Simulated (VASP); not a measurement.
**Yb: single point with PBEsol**

The system is Yb.

```
Yb
1.0
     0.00000    4.22363    4.22363
     4.22363    0.00000    4.22363
     4.22363    4.22363    0.00000
Yb
2
Cartesian
  1.0559 1.0559 1.0559
  7.3913 7.3913 7.3913
```

This isn't the form of Yb at room conditions, which is fcc.

```yaml
Program: VASP 6.6.1
Task: single point
Functional: PBEsol
Potentials_or_basis: VASP PAW PBE potentials, release 64 (Yb)
Cutoff: 520 eV
k_mesh: 8 × 8 × 8
Occupations: fermi-dirac, width 0.1 eV
Spin: no spin polarisation
```

The pressure is -0.3 GPa and the band gap on the k mesh is zero (bands 24 and 25 overlap by 1.11 eV).

Levels at points of the mesh, in eV from the Fermi level:
```
           k point  band 21  band 22  band 23  band 24  band 25  band 26  band 27  band 28
(0.00, 0.00, 0.00)    -0.51    -0.51    -0.51     0.95     0.95     0.95     1.14     1.14
(0.50, 0.00, 0.00)    -0.53    -0.53    -0.52    -0.51     0.82     0.92     0.92     1.23
(0.50, 0.50, 0.00)    -0.53    -0.53    -0.53    -0.53     0.16     0.16     1.20     1.20
```

It took 12 min on 1 thread of Intel Xeon 8259CL (shared host), peak memory 0.39 GiB.

Caveat: the PAW data sets were made with another functional, which shifts forces and pressure a little; spin-orbit coupling is left out, which moves the levels of the heavy elements. Spin polarisation is off, so any magnetic state and its effect on volume and gap are missing.
